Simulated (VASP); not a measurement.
# Ti (Im-3m) in VASP: a series of runs, part 2 of 2

VASP 6.6.1. Earlier steps stand in the parts before.

## Step 5: Relaxation of cell and atoms, BLYP+D3(BJ)

This run uses another cell than the first one, of 17.68 Å³/atom, 1.154 times its volume.

Contents of INCAR:

```
SYSTEM = Ti
PREC = Accurate
ENCUT = 600
EDIFF = 1E-6
ISMEAR = -1
SIGMA = 0.05
LREAL = .FALSE.
LASPH = .TRUE.
NELM = 60
ALGO = Normal
ISIF = 3
LWAVE = .FALSE.
LCHARG = .FALSE.
GGA = B5
ALDAX = 1.0
AGGAX = 1.0
AGGAC = 1.0
ALDAC = 0.0
IVDW = 12
VDW_S6 = 1.0
VDW_S8 = 2.6996
VDW_A1 = 0.4298
VDW_A2 = 4.2359
IBRION = 2
NSW = 60
EDIFFG = -0.01
```

Contents of KPOINTS:

```
Automatic mesh
0
G
  11 11 11
  0 0 0
```

Contents of POSCAR:

```
Ti
1.0
   -1.6410000000      1.6410000000      1.6410000000
    1.6410000000     -1.6410000000      1.6410000000
    1.6410000000      1.6410000000     -1.6410000000
Ti
1
Direct
    0.0000000000      0.0000000000      0.0000000000
```

Potentials or basis: VASP PAW PBE potentials, release 64 (Ti_sv).

On the command line:

```bash
$ cat potpaw_PBE.64/Ti_sv/POTCAR > POTCAR
$ mpirun -np 1 vasp_std > vasp.out
```

OUTCAR:

```text
SYSTEM = Ti
   PREC = Accurate
   ENCUT = 600
   EDIFF = 1E-6
   ISMEAR = -1
   LREAL = .FALSE.
   LASPH = .TRUE.
   NELM = 60
   ISIF = 3
   GGA = B5
   IVDW = 12
   IBRION = 2
   NSW = 60
   EDIFFG = -0.01
 IVDW          = 12

 ion  position               nearest neighbor table
   1  0.000  0.000  0.000-

  LATTYP: Found a body centered cubic cell.
 ALAT       =     3.2820000000

  Lattice vectors:

 A1 = (  -1.6410000000,   1.6410000000,   1.6410000000)
 A2 = (   1.6410000000,  -1.6410000000,   1.6410000000)
 A3 = (   1.6410000000,   1.6410000000,  -1.6410000000)

Analysis of symmetry for initial positions (statically):
=====================================================================
 Subroutine PRICEL returns:
 Original cell was already a primitive cell.

 Routine SETGRP: Setting up the symmetry group for a
 body centered cubic supercell.

 Subroutine GETGRP returns: Found 48 space group operations
[... 9 lines left out ...]

 Routine SETGRP: Setting up the symmetry group for a
 body centered cubic supercell.

 Subroutine GETGRP returns: Found 48 space group operations
[... 11 lines left out ...]
                                     Primitive cell

[... 128 lines left out ...]
 number of electron      12.0000001 magnetization

 Free energy of the ion-electron system (eV)
  ---------------------------------------------------
  ext. energy  EPLUGINS =         0.00000000
  ---------------------------------------------------
  free energy    TOTEN  =        -6.67293851 eV

  energy without entropy =       -6.65234408  energy(sigma->0) =       -6.66264129

------------------------ aborting loop because EDIFF is reached ----------------------------------------

 Edisp (eV)   -1.39410

 E8    (eV) :    -1.0635
[... 30 lines left out ...]
--------------------------------------- Ionic step        2  -------------------------------------------

 number of electron      12.0000003 magnetization

 E-fermi :  10.9233     XC(G=0): -11.9463

 val. band max:       10.9045893930   @ k =   0.2727   0.0000   0.0000
 cond. band min:      10.9453344696   @ k =   0.2727   0.1818   0.0909
 fundamental gap:      0.0407450766
 Fermi energy:        10.9233009117

 k-point     1 :       0.0000    0.0000    0.0000
  band No.  band energies     occupation
      1     -45.0656      2.00000
      2     -20.7361      2.00000
      3     -20.7361      2.00000
      4     -20.7361      2.00000
      5       4.8527      2.00000
      6      12.0004      0.00000
      7      12.0004      0.00000
      8      12.0004      0.00000
      9      14.2388      0.00000
     10      14.2388      0.00000
[... 337 lines left out ...]
--------------------------------------- Ionic step        3  -------------------------------------------

 number of electron      11.9999999 magnetization

 Free energy of the ion-electron system (eV)
  ---------------------------------------------------
  ext. energy  EPLUGINS =         0.00000000
  ---------------------------------------------------
  free energy    TOTEN  =        -6.55544386 eV

  energy without entropy =       -6.54062327  energy(sigma->0) =       -6.54803357

 E-fermi :   9.9315     XC(G=0): -11.5519

 val. band max:        9.9199663732   @ k =   0.2727   0.2727   0.0000
 cond. band min:       9.9887935751   @ k =   0.2727   0.0000   0.0000
 fundamental gap:      0.0688272019
 Fermi energy:         9.9315068300

 k-point     1 :       0.0000    0.0000    0.0000
  band No.  band energies     occupation
      1     -46.1449      2.00000
      2     -21.9821      2.00000
      3     -21.9821      2.00000
      4     -21.9821      2.00000
      5       3.9733      2.00000
      6      10.9699      0.00000
      7      10.9699      0.00000
      8      10.9699      0.00000
      9      13.0038      0.00000
     10      13.0038      0.00000
[... 331 lines left out ...]
  FREE ENERGIE OF THE ION-ELECTRON SYSTEM (eV)
  ---------------------------------------------------
  free  energy   TOTEN  =        -8.1797631489 eV

  energy  without entropy=       -8.1649425636  energy(sigma->0) =       -8.17235286

 reached required accuracy - stopping structural energy minimisation
```

CONTCAR:

```text
Ti
   1.00000000000000
    -1.5637311482367588    1.5637311482367588    1.5637311482367588
     1.5637311482367588   -1.5637311482367588    1.5637311482367588
     1.5637311482367588    1.5637311482367588   -1.5637311482367588
  Ti
     1
Direct
     0.0000000000000000    0.0000000000000000    0.0000000000000000

  0.00000000E+00  0.00000000E+00  0.00000000E+00
```

Run time: 2 min. Hardware: 1 thread of AMD EPYC 7R13, shared host; peak memory 0.13 GiB.

Results:

```
Free energy                            : -8.1798 eV
Relaxed volume                         : 15.29 Å³/atom
Relaxed cell                           : a = 2.708 Å, b = 2.708 Å, c = 2.708 Å, α = 109.47°, β = 109.47°, γ = 109.47°
Space group after relaxing (to 0.05 Å) : Im-3m (No. 229)
Energy gained by relaxing              : 112.7 meV/atom
Ionic steps                            : 3
Pressure after relaxing                : -0.1 GPa
Band gap on the k mesh                 : zero (band 6 reaches 11.01 eV, above the bottom of band 7 at 9.23 eV)
Dispersion energy per atom             : -1.624 eV
```

The path:
| step | energy change (eV) | largest force (eV/Å) | pressure (GPa) | volume (Å³) |
| --- | --- | --- | --- | --- |
| 1 | 0.0000 | 0.0000 | -13.65 | 17.68 |
| 2 | -0.0742 | 0.0000 | 10.89 | 14.10 |
| 3 | -0.1127 | 0.0000 | -0.09 | 15.29 |

Final structure:
```
Ti
1.0
    -1.56373    1.56373    1.56373
     1.56373   -1.56373    1.56373
     1.56373    1.56373   -1.56373
Ti
1
Direct
  0.00000 0.00000 0.00000
```

Caveat: the PAW data sets were made with another functional, which shifts forces and pressure a little; the volume moved by -13 % from the deposited cell, more than functionals usually miss; pairwise dispersion overbinds metals, which lowers pressure and volume.

## Step 6: Relaxation of cell and atoms, BLYP+D4

This run uses another cell than the first one, of 17.68 Å³/atom, 1.154 times its volume.

Contents of INCAR:

```
  AGGAC = 1.0
  AGGAX = 1.0
  ALDAC = 0.0
  ALDAX = 1.0
  ALGO = Normal
  EDIFF = 1E-6
  EDIFFG = -0.01
  ENCUT = 600
  GGA = B5
  IBRION = 2
  ISIF = 3
  ISMEAR = -1
  IVDW = 13
  LASPH = T
  LCHARG = F
  LREAL = F
  LWAVE = F
  NELM = 100
  NSW = 60
  PREC = Accurate
  SIGMA = 0.05
  VDW_A1 = 0.44488865
  VDW_A2 = 4.0933009
  VDW_S6 = 1.0
  VDW_S8 = 2.34076671
```

Contents of KPOINTS:

```
k-points
0
Gamma
  11 11 11
```

POSCAR is that of step 5.

Potentials or basis: VASP PAW PBE potentials, release 64 (Ti_sv).

On the command line:

```bash
$ cat potpaw_PBE.64/Ti_sv/POTCAR > POTCAR
$ mpirun -np 1 vasp_std > vasp.out
```

It took 2 min on 1 thread of AMD EPYC 7R13, shared host; peak memory 0.12 GiB.

The run converged. Its results:

```yaml
Free_energy: -7.0497 eV
Relaxed_volume: 17.02 Å³/atom
Relaxed_cell: a = 2.806 Å, b = 2.806 Å, c = 2.806 Å, α = 109.47°, β = 109.47°, γ = 109.47°
Space_group_after_relaxing_to_0.05_Å: Im-3m (No. 229)
Energy_gained_by_relaxing: 8.0 meV/atom
Ionic_steps: 3
Pressure_after_relaxing: 0.0 GPa
Band_gap_on_the_k_mesh: zero (band 6 reaches 9.73 eV, above the bottom of band 7 at 8.15 eV)
Dispersion_energy_per_atom: -0.383 eV
```

Step by step:
| step | energy change (eV) | largest force (eV/Å) | pressure (GPa) | volume (Å³) |
| --- | --- | --- | --- | --- |
| 1 | 0.0000 | 0.0000 | -3.78 | 17.68 |
| 2 | -0.0051 | 0.0000 | 2.47 | 16.63 |
| 3 | -0.0080 | 0.0000 | -0.04 | 17.02 |

Final structure:
```xyz
1
Lattice="-1.6203 1.6203 1.6203 1.6203 -1.6203 1.6203 1.6203 1.6203 -1.6203" Properties=species:S:1:pos:R:3 pbc="T T T"
Ti    0.0000    0.0000    0.0000
```

Levels at points of the mesh, in eV from the Fermi level:
| k point | band 4 | band 5 | band 6 | band 7 | band 8 | band 9 |
| --- | --- | --- | --- | --- | --- | --- |
| (0.00, 0.00, 0.00) | -32.25 | -5.79 | 0.95 | 0.95 | 0.95 | 2.74 |

Caveat: the PAW data sets were made with another functional, which shifts forces and pressure a little; pairwise dispersion overbinds metals, which lowers pressure and volume.

## Step 7: The runs side by side

| task | level | cell | cutoff (eV) | smearing | gap on the mesh (eV) | pressure (GPa) | relaxed volume (Å³/atom) |
| --- | --- | --- | --- | --- | --- | --- | --- |
| single point | BLYP+D3(BJ) | a = 2.710 Å, angles 109.5°, 1 atom | 520 | fermi-dirac 0.05 eV | none | -0.2 | - |
| single point | BLYP+D4 | a = 2.807 Å, angles 109.5°, 1 atom | 520 | fermi-dirac 0.05 eV | none | 0.0 | - |
| single point | PBE | a = 2.842 Å, angles 109.5°, 1 atom | 520 | gaussian 0.028 eV | none | -3.1 | - |
| relaxation of cell and atoms | BLYP+D3(BJ) | relaxed from a = 2.842 Å, angles 109.5°, 1 atom | 600 | fermi-dirac 0.05 eV | none | -0.1 | 15.29 |
| relaxation of cell and atoms | BLYP+D4 | relaxed from a = 2.842 Å, angles 109.5°, 1 atom | 600 | fermi-dirac 0.05 eV | none | 0.0 | 17.02 |

Alike in all rows: potentials or basis VASP PAW PBE potentials, release 64 (Ti_sv); no spin polarisation; k mesh 11 × 11 × 11.

Caveats: the PAW data sets were made with another functional, which shifts forces and pressure a little (some runs); pairwise dispersion overbinds metals, which lowers pressure and volume (some runs); the volume moved by -13 % from the deposited cell, more than functionals usually miss (some runs).

Absolute energies hang on the potentials; compare differences alone.
